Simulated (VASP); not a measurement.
Set up this calculation in VASP 6.6.1, as the native input.

- Task: single point
- Functional: LDA
- Potentials or basis: VASP PAW LDA potentials, release 64 (Be)
- Cutoff: 520 eV
- k mesh: 21 × 21 × 12
- Occupations: fermi-dirac, width 0.1 eV
- Spin: no spin polarisation
- Dipole correction: no
- Further INCAR settings: ALGO = Normal; EDIFF = 1e-07; NBANDS = 9

The structure of Be lies in POSCAR:

```
Be
1.0
    2.0760836513      0.0000000000      0.0000000000
   -1.0380418256      1.7979411824      0.0000000000
    0.0000000000      0.0000000000      3.3049827064
Be
2
Direct
    0.3333333333      0.6666666667      0.2500000000
    0.6666666667      0.3333333333      0.7500000000
```

These files were run (other wordings do the same):

INCAR

```
SYSTEM = Be
PREC = Accurate
ENCUT = 520
EDIFF = 1E-7
ISMEAR = -1
SIGMA = 0.1
LREAL = .False.
LASPH = .True.
NELM = 100
ALGO = Normal
ISIF = 2
LWAVE = .False.
LCHARG = .False.
GGA = CA
NBANDS = 9
```

KPOINTS

```
Automatic mesh
0
Gamma
  21 21 12
  0 0 0
```

Potentials or basis: VASP PAW LDA potentials, release 64 (Be).

Run with:

```bash
$ cat potpaw_LDA.64/Be/POTCAR > POTCAR
$ mpirun -np 1 vasp_std > vasp.out
```

It gave:

```json
{"Pressure": "37.8 GPa", "Band gap on the k mesh": "zero (band 2 reaches 10.00 eV, above the bottom of band 3 at 7.66 eV)"}
```

It took 22 s on 1 thread of AMD EPYC 9R45 (Zen 5) (shared host), peak memory 0.1 GiB.
